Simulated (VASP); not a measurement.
# EuO (Fm-3m) in VASP: a series of runs, part 2 of 2

VASP 6.6.1.

### 6 Single point, PBE, collinear spin, ferromagnetic start (13.61 Å³/atom)

This run uses another cell than the first one, of 13.61 Å³/atom.

The input, INCAR:

```
  PREC = Accurate
  ENCUT = 600
  EDIFF = 1E-6
  ISMEAR = 0
  SIGMA = 0.05
  LREAL = False
  LASPH = True
  NELM = 200
  ALGO = Normal
  ISIF = 2
  LWAVE = False
  LCHARG = False
  ISPIN = 2
  MAGMOM = 7.11 0
  LORBIT = 11
  LMAXMIX = 6
  GGA = PE
  NBANDS = 22
  GGA_COMPAT = False
```

The input, KPOINTS:

```
Automatic mesh
0
Gamma
  12 12 12
```

The input, POSCAR:

```
EuO
1.0
    0.0000000000      2.3874322350      2.3874322350
    2.3874322350      0.0000000000      2.3874322350
    2.3874322350      2.3874322350      0.0000000000
Eu O
1 1
Direct
    0.0000000000      0.0000000000      0.0000000000
    0.5000000000      0.5000000000      0.5000000000
```

Potentials or basis: VASP PAW PBE potentials, release 64 (Eu, O).

Command:

```sh
cat potpaw_PBE.64/Eu/POTCAR potpaw_PBE.64/O/POTCAR > POTCAR
mpirun -np 1 vasp_std > vasp.out
```

OUTCAR:

```text
PREC = Accurate
   ENCUT = 600
   EDIFF = 1E-6
   ISMEAR = 0
   LREAL = False
   LASPH = True
   NELM = 200
   ISIF = 2
   ISPIN = 2
   LORBIT = 11
   GGA = PE

 ion  position               nearest neighbor table
   1  0.000  0.000  0.000-   2 2.39   2 2.39   2 2.39   2 2.39   2 2.39   2 2.39
   2  0.500  0.500  0.500-   1 2.39   1 2.39   1 2.39   1 2.39   1 2.39   1 2.39

  LATTYP: Found a face centered cubic cell.
 ALAT       =     4.7748644700

  Lattice vectors:

 A1 = (   0.0000000000,   2.3874322350,   2.3874322350)
 A2 = (   2.3874322350,   0.0000000000,   2.3874322350)
 A3 = (   2.3874322350,   2.3874322350,   0.0000000000)

Analysis of symmetry for initial positions (statically):
=====================================================================
 Subroutine PRICEL returns:
 Original cell was already a primitive cell.

 Routine SETGRP: Setting up the symmetry group for a
 face centered cubic supercell.

 Subroutine GETGRP returns: Found 48 space group operations
 (whereof 48 operations were pure point group operations)
 out of a pool of 48 trial point group operations.

The static configuration has the point symmetry O_h .

Analysis of symmetry for dynamics (positions and initial velocities):
=====================================================================
 Subroutine PRICEL returns:
 Original cell was already a primitive cell.

 Routine SETGRP: Setting up the symmetry group for a
 face centered cubic supercell.

 Subroutine GETGRP returns: Found 48 space group operations
 (whereof 48 operations were pure point group operations)
 out of a pool of 48 trial point group operations.

The dynamic configuration has the point symmetry O_h .

Analysis of structural, dynamic, and magnetic symmetry:
=====================================================================
 Subroutine PRICEL returns:
 Original cell was already a primitive cell.

 Routine SETGRP: Setting up the symmetry group for a
 face centered cubic supercell.

 Subroutine GETGRP returns: Found 48 space group operations
 (whereof 48 operations were pure point group operations)
 out of a pool of 48 trial point group operations.

The overall configuration has the point symmetry O_h .

 Subroutine INISYM returns: Found 48 space group operations
 (whereof 48 operations are pure point group operations),
 and found     1 'primitive' translations

----------------------------------------------------------------------------------------

                                     Primitive cell

  volume of cell :      27.2159

  direct lattice vectors                    reciprocal lattice vectors
     0.000000000  2.387432235  2.387432235    -0.209430028  0.209430028  0.209430028
     2.387432235  0.000000000  2.387432235     0.209430028 -0.209430028  0.209430028
     2.387432235  2.387432235  0.000000000     0.209430028  0.209430028 -0.209430028

  length of vectors
     3.376339046  3.376339046  3.376339046     0.362743449  0.362743449  0.362743449

  position of ions in fractional coordinates (direct lattice)
     0.000000000  0.000000000  0.000000000
     0.500000000  0.500000000  0.500000000

[... 68 lines left out ...]
   ISTART =      0    job   : 0-new  1-cont  2-samecut
   ICHARG =      2    charge: 1-file 2-atom 10-const
   ISPIN  =      2    spin polarized calculation?
   LNONCOLLINEAR =      F non collinear calculations
   LSORBIT =      F    spin-orbit coupling
   LASPH  =      T    aspherical Exc in radial PAW
   ENCUT  =  600.0 eV  44.10 Ry    6.64 a.u.   6.74  6.74  6.74*2*pi/ulx,y,z
   NELM   =    200;   NELMIN=  2; NELMDL= -5     # of ELM steps
   EDIFF  = 0.1E-05   stopping-criterion for ELM
   LREAL  =      F    real-space projection
   EDIFFG = 0.1E-04   stopping-criterion for IOM
   NSW    =      0    number of steps for IOM
   IBRION =     -1    ionic relax: 0-MD 1-quasi-New 2-CG
   NFREE  =      0    steps in history (QN), initial steepest desc. (CG)
   ISIF   =      2    stress and relaxation
   ISYM   =      2    0-nonsym 1-usesym 2-fastsym
   POTIM  = 0.5000    time-step for ionic-motion
   TEBEG  =    0.0;   TEEND  =   0.0 temperature during run
   PSTRESS=    0.0 pullay stress
   NELECT =      23.0000    total number of electrons
   NUPDOWN=      -1.0000    fix difference up-down
   EMIN   =  10.00;   EMAX   =-10.00  energy-range for DOS
   EFERMI =   0.00;   METHOD = LEGACY
   ISMEAR =     0;   SIGMA  =   0.05  broadening in eV -4-tet -1-fermi 0-gaus
   EFERMI_NEDOS =   21; number of points for ismear=-14 and -15
   IALGO  =     38    algorithm
   IMIX   =      4    mixing-type and parameters
     AMIX     =   0.40;   BMIX     =  1.00
     AMIX_MAG =   1.60;   BMIX_MAG =  1.00
  volume/ion in A,a.u.               =      13.61        91.83
  Fermi-wavevector in a.u.,A,eV,Ry     =   1.547782  2.924883 32.594503  2.395628
  Thomas-Fermi vector in A             =   2.652826
   LORBIT       =     11    0 simple, 1 ext, 2 COOP (PROOUT), +10 PAW based schemes
   GGA     = PE    functional components
   LHFCALC =     F    Hartree Fock is set to
   AEXX    =    0.0000 exact exchange contribution
   IVDW    =     0    specifies the selected vdW correction
   LEPSILON=     F    determine dielectric tensor
   LRPA    =     F    only Hartree local field effects (RPA)
 spin polarized calculation
 Gauss-broadening in eV      SIGMA  =   0.05
  energy-cutoff  :      600.00
  volume of cell :       27.22
 maximum number of plane-waves:       934
   NGX = 13   NGY = 13   NGZ = 13

 number of electron      23.0000000 magnetization       6.8455715

 Free energy of the ion-electron system (eV)
  ---------------------------------------------------
  ext. energy  EPLUGINS =         0.00000000
  ---------------------------------------------------
  free energy    TOTEN  =       -21.69268421 eV

  energy without entropy =      -21.69057192  energy(sigma->0) =      -21.69162806

 E-fermi :   6.2280     XC(G=0): -12.1392

 val. band max:        6.2205201631   @ k =   0.4167   0.3333   0.0833
 cond. band min:       6.2367683374   @ k =   0.0833   0.0833   0.0000
 fundamental gap:      0.0162481743
 Fermi energy:         6.2279888265

 spin component 1

 k-point     1 :       0.0000    0.0000    0.0000
  band No.  band energies     occupation
      1     -35.3150      1.00000
      2     -13.3390      1.00000
      3     -13.3387      1.00000
      4     -13.3387      1.00000
      5     -13.3387      1.00000
      6       1.6818      1.00000
[... 589 lines left out ...]
     21      16.6740      0.00000
     22      18.4555      0.00000

 [... further k-points ...]

 spin component 2

 k-point     1 :       0.0000    0.0000    0.0000
  band No.  band energies     occupation
      1     -32.3677      1.00000
      2     -13.3469      1.00000
      3     -11.0816      1.00000
      4     -11.0816      1.00000
      5     -11.0816      1.00000
      6       1.8665      1.00000
[... 589 lines left out ...]
     21      18.2078      0.00000
     22      19.8619      0.00000

 [... further k-points ...]

------------------------ aborting loop because EDIFF is reached ----------------------------------------

  FORCE on cell =-STRESS in cart. coord.  units (eV):
  Direction    XX          YY          ZZ          XY          YZ          ZX
  --------------------------------------------------------------------------------------
  -------------------------------------------------------------------------------------
  Total        4.3134068      4.3134068      4.3134068      0.0000000      0.0000000     -0.0000000
  in kB      253.9263961    253.9263961    253.9263961      0.0000000      0.0000000     -0.0000000
  external PRESSURE =     253.9263961 kB  Pullay stress =       0.0000000 kB

 VOLUME and BASIS-vectors are now :
 -----------------------------------------------------------------------------
  energy-cutoff  :      600.00
  volume of cell :       27.22
      direct lattice vectors                 reciprocal lattice vectors
     0.000000000  2.387432235  2.387432235    -0.209430028  0.209430028  0.209430028
     2.387432235  0.000000000  2.387432235     0.209430028 -0.209430028  0.209430028
     2.387432235  2.387432235  0.000000000     0.209430028  0.209430028 -0.209430028

 POSITION                                       TOTAL-FORCE (eV/Angst)
 -----------------------------------------------------------------------------------
      0.00000      0.00000      0.00000        -0.000000     -0.000000     -0.000000
      2.38743      2.38743      2.38743         0.000000      0.000000      0.000000
 -----------------------------------------------------------------------------------
    total drift:                                0.000000      0.000000      0.000000

  FREE ENERGIE OF THE ION-ELECTRON SYSTEM (eV)
  ---------------------------------------------------
  free  energy   TOTEN  =       -21.6926842051 eV

  energy  without entropy=      -21.6905719186  energy(sigma->0) =      -21.69162806

 total charge

# of ion       s       p       d       f       tot
--------------------------------------------------
    1        2.043   5.794   0.596   6.543  14.976
    2        1.561   3.482   0.000   0.000   5.043
--------------------------------------------------
tot          3.605   9.276   0.596   6.543  20.019

 magnetization (x)

# of ion       s       p       d       f       tot
--------------------------------------------------
    1       -0.011  -0.097   0.177   6.443   6.512
    2       -0.006  -0.093   0.000   0.000  -0.099
--------------------------------------------------
tot         -0.017  -0.190   0.177   6.443   6.414
```

stdout:

```text
POSCAR found type information on POSCAR EuO
 POSCAR found :  2 types and       2 ions
 scaLAPACK will be used
 LDA part: xc-table for (Slater+PW92), standard interpolation
 POSCAR, INCAR and KPOINTS ok, starting setup
 FFT: planning ... GRIDC
 FFT: planning ... GRID_SOFT
 FFT: planning ... GRID
 WAVECAR not read
 entering main loop
```

Wall time 2.8 min (1 thread of Intel Xeon Platinum 8375C at 2.90GHz (Ice Lake), shared host); peak memory 0.24 GiB.

What came out:

```
Free energy                                           : -21.6927 eV
Pressure                                              : 25.4 GPa
Net moment                                            : 6.85 μB per cell
Site moments                                          : Eu +6.51; O -0.10 μB
Valence electrons inside the program's atomic spheres : Eu 14.98; O 5.04
```

Caveat: the cell stands under pressure; spin-orbit coupling is left out, which moves the levels of the heavy elements; a cell with one magnetic atom can't hold antiferromagnetic order, which such compounds often take; semilocal functionals describe open f shells poorly, which spoils levels, moments and volumes. The state reached can hang on the start; a lower one may exist.

### 7 Summary

```tsv
spin	cell	gap on the mesh (eV)	pressure (GPa)	moment (μB)
off	a = 3.578 Å, angles 60.0°, 2 atoms	none	-13.3	-
collinear, ferromagnetic start	a = 3.207 Å, angles 60.0°, 2 atoms	none	67.9	6.65
collinear, ferromagnetic start	a = 3.266 Å, angles 60.0°, 2 atoms	none	50.3	6.73
collinear, ferromagnetic start	a = 3.322 Å, angles 60.0°, 2 atoms	none	36.2	6.76
collinear, ferromagnetic start	a = 3.376 Å, angles 60.0°, 2 atoms	none	25.4	6.85
```

Alike in all rows: task single point; level PBE; potentials or basis VASP PAW PBE potentials, release 64 (Eu, O); k mesh 12 × 12 × 12; cutoff (eV) 600; smearing gaussian 0.05 eV.

Caveats: spin-orbit coupling is left out, which moves the levels of the heavy elements; semilocal functionals describe open f shells poorly, which spoils levels, moments and volumes; the cell stands under pressure (at least some runs); a cell with one magnetic atom can't hold antiferromagnetic order, which such compounds often take (at least some runs); the cell stands under tension (at least some runs); an odd number of electrons without spin polarisation forces a metal (at least some runs); a magnetic or distorted state may lie lower (at least some runs).

Total energies depend on the potentials used, so only differences within one code and one set of settings carry meaning.

The gap in the log of VASP goes by the Fermi energy; the results here count the filled bands.